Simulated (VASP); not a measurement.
Here is a VASP 6.6.1 calculation.

Contents of INCAR:

```
SYSTEM = ReS2
PREC = Accurate ; ENCUT = 520
EDIFF = 1E-7 ; ISMEAR = 0
SIGMA = 0.01 ; LREAL = Auto
LASPH = .TRUE. ; NELM = 100
ALGO = Normal ; ISIF = 2
LWAVE = .FALSE. ; LCHARG = .TRUE.
GGA = CA ; LELF = .TRUE.
LVHAR = .TRUE. ; NBANDS = 94
```

The input KPOINTS:

```
regular mesh
0
G
  4 4 1
  0 0 0
```

POSCAR

```
ReS2
1.0
    6.2948224531     -0.0068751391      0.0000000000
    3.0851180656      5.6055924670      0.0000000000
    0.0000000000      0.0000000000     23.0000000000
Re S
8 16
Direct
   -0.0585673173      0.3119422500      0.3672663474
    0.0641368984      0.6864267752      0.3717589131
    0.5147136288      0.2848570475      0.3688771326
    0.4906588476      0.7136228603      0.3701430984
    0.3026305945      0.1120343732      0.6295454033
    0.4253349356      0.4865189960      0.6340379866
    0.8761087380      0.0848383774      0.6311612513
    0.8520539839      0.5136041930      0.6324272400
    0.6864331150      0.9032873884      0.3185229265
    0.1477579822      0.9349271510      0.3112717555
   -0.1422209902      1.0633132972      0.4276207046
   -0.1817994414      0.6057260037      0.4372392287
    0.3190651980      1.0950814113      0.4205571897
    0.6476279994      0.4410709639      0.2941556790
    0.3575660707      0.5575247760      0.4449074985
    0.1870176886      0.3936499823      0.3018399556
    1.0477024814      0.7033798341      0.5807471676
    0.5089888018      0.7351479285      0.5736836446
    0.2190097415      0.8635339477      0.6900325688
    0.1797498082      0.4048107616      0.6994644234
    0.6803344907      0.8951739257      0.6827814015
    1.0092014070      0.2409365599      0.5563968459
    0.7191395870      0.3573902750      0.7071486791
    0.5485671328      0.1927351526      0.5640651319
```

Potentials or basis: VASP PAW LDA potentials, release 64 (Re, S).

Run with:

```bash
$ cat potpaw_LDA.64/Re/POTCAR potpaw_LDA.64/S/POTCAR > POTCAR
$ mpirun -np 1 vasp_std > vasp.out
```

Task: Estimate the largest force.

Result: 0.177 eV/Å.

Task: What does it give for the band gap on the k mesh?

Result: 1.34 eV.

Forces in eV/Å, atoms in the order of the input:
```
Re   0.021 -0.020 -0.015
Re  -0.020  0.024  0.020
Re  -0.013 -0.043 -0.007
Re   0.014  0.043  0.012
Re   0.020 -0.024 -0.020
Re  -0.021  0.020  0.015
Re  -0.014 -0.043 -0.012
Re   0.013  0.043  0.007
S    0.005  0.009 -0.071
S   -0.005  0.046 -0.090
S    0.005 -0.045  0.100
S    0.001  0.028  0.137
S   -0.006 -0.008  0.074
S    0.001  0.001 -0.166
S    0.000 -0.002  0.177
S   -0.003 -0.035 -0.131
S    0.006  0.008 -0.074
S   -0.005  0.045 -0.100
S    0.005 -0.046  0.090
S    0.003  0.035  0.131
S   -0.005 -0.009  0.071
S    0.000  0.002 -0.177
S   -0.001 -0.001  0.166
S   -0.001 -0.028 -0.137
```

Caveat: spin-orbit coupling is left out, which moves the levels of the heavy elements.
